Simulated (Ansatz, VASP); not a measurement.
**One calculation of Bi, two programs**

```
CELL_PARAMETERS angstrom
3.27174 0.00000 0.00000
0.00000 3.27174 0.00000
0.00000 0.00000 3.28290
ATOMIC_POSITIONS crystal
Bi 0.00000 0.00000 0.50000
```

Change from the starting cell: the structure that the rattled cell fell into.

Alike in both runs: functional PBE; k mesh 18 × 18 × 16; occupations gaussian, width 0.1 eV; no spin polarisation.

Ansatz relaxed the structure, and its values are those at the end. VASP's run is a single point on that final structure, the one shown.

|  | VASP | Ansatz |
| --- | --- | --- |
| version | VASP 6.6.1 | Ansatz 0.2.0 |
| potentials or method | VASP PAW PBE potentials, release 64 (Bi_d), cutoff 520 eV | scalar-relativistic, plane waves, PAW |
| valence electrons in the cell | 15 | 15 |

Ansatz gave:

```
gap on the k mesh at the Fermi level (eV) : none
pressure (GPa)                            : 0.0
```

Problem. Which values does VASP return?

Solution. gap on the k mesh at the Fermi level (eV): none; pressure (GPa): -0.1.

A gap of «none» marks a metal or a gap that the smearing closes.

Neither program's run includes spin-orbit coupling.
